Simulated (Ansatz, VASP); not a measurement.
**Co: VASP beside Ansatz**

INCAR

```
SYSTEM = Co
ALGO     = Normal         ! electronic algorithm
EDIFF    = 1E-6           ! SCF threshold, eV
ENCUT    = 600            ! plane-wave cutoff, eV
GGA      = PE             ! functional
GGA_COMPAT= .False.      
ISIF     = 2              ! what is computed and relaxed
ISMEAR   = -1             ! smearing method
ISPIN    = 2              ! spin polarisation
LASPH    = .True.         ! aspherical terms in the spheres
LCHARG   = .False.        ! write CHGCAR
LMAXMIX  = 4              ! l up to which the mixer works
LORBIT   = 11             ! projections on sites
LREAL    = .False.        ! projectors in reciprocal space
LWAVE    = .False.        ! write WAVECAR
MAGMOM   = 1.729 1.729 1.788 1.788 1.788 1.788 1.788 1.788 ! initial moments
NBANDS   = 50             ! bands
NELM     = 200            ! most SCF steps
PREC     = Accurate       ! precision mode
SIGMA    = 0.05           ! smearing width, eV
```

The input KPOINTS:

```
k-points
0
Gamma
  8 8 8
  0 0 0
```

The input POSCAR:

```
Co
1.0
    4.4669254338      0.0000000000      0.0000000000
    0.0000000000      4.4669254338      0.0000000000
    0.0000000000      0.0000000000      4.4669254338
Co
8
Direct
    0.0000000000      1.0000000000      0.0000000000
    0.5000000000      0.5000000000      0.5000000000
    0.2500000000      0.0000000000      0.5000000000
    0.7500000000      0.0000000000      0.5000000000
    0.5000000000      0.2500000000      1.0000000000
    0.5000000000      0.7500000000      0.0000000000
    1.0000000000      0.5000000000      0.2500000000
    1.0000000000      0.5000000000      0.7500000000
```

Input for Ansatz:

```yaml
crystal:
  lattice:
    - [4.4669254338, 0.0, 0.0]
    - [0.0, 4.4669254338, 0.0]
    - [0.0, 0.0, 4.4669254338]
  atoms:
    - { symbol: Co, position: [0.0, 1.0, 0.0], spin: 1.729 }
    - { symbol: Co, position: [0.5, 0.5, 0.5], spin: 1.729 }
    - { symbol: Co, position: [0.25, 0.0, 0.5], spin: 1.788 }
    - { symbol: Co, position: [0.75, 0.0, 0.5], spin: 1.788 }
    - { symbol: Co, position: [0.5, 0.25, 1.0], spin: 1.788 }
    - { symbol: Co, position: [0.5, 0.75, 0.0], spin: 1.788 }
    - { symbol: Co, position: [1.0, 0.5, 0.25], spin: 1.788 }
    - { symbol: Co, position: [1.0, 0.5, 0.75], spin: 1.788 }
hamiltonian:
  xc: pbe
  pseudopotentials:
    kind: paw
    azcp:
      Co: "pseudopotentials/Co.paw.azcp"
basis:
  ecutwfc: 420
  fft_grid_basis: typed
kpoints:
  mp_grid: { grid: [8, 8, 8], shift: [0, 0, 0] }
magnetization:
  spin_polarized: true
scf:
  occupations: { method: fermi_dirac, width: 0.05 }
```

Alike in both runs: task single point; functional PBE; k mesh 8 × 8 × 8; occupations fermi-dirac, width 0.05 eV; collinear spin.

|  | VASP | Ansatz |
| --- | --- | --- |
| version | VASP 6.6.1 | Ansatz 0.2.0 |
| potentials or method | VASP PAW PBE potentials, release 64 (Co), cutoff 600 eV | plane waves (420 eV) with PAW, scalar-relativistic |
| valence electrons in the cell | 72 | 136 |

```tsv
	VASP	Ansatz	Ansatz less VASP
net moment per atom (μB)	1.68	1.69	+0.006
size of the moment on the site where the two differ most (μB)	1.66	1.72	+0.058
```

Site moments also hang on the region over which each program counts them. The functional is the same, so the differences come from potentials, cutoffs and numerics. VASP's potentials hold 72 valence electrons a cell and Ansatz's 136, so a difference there can come from the potentials and not from the codes.
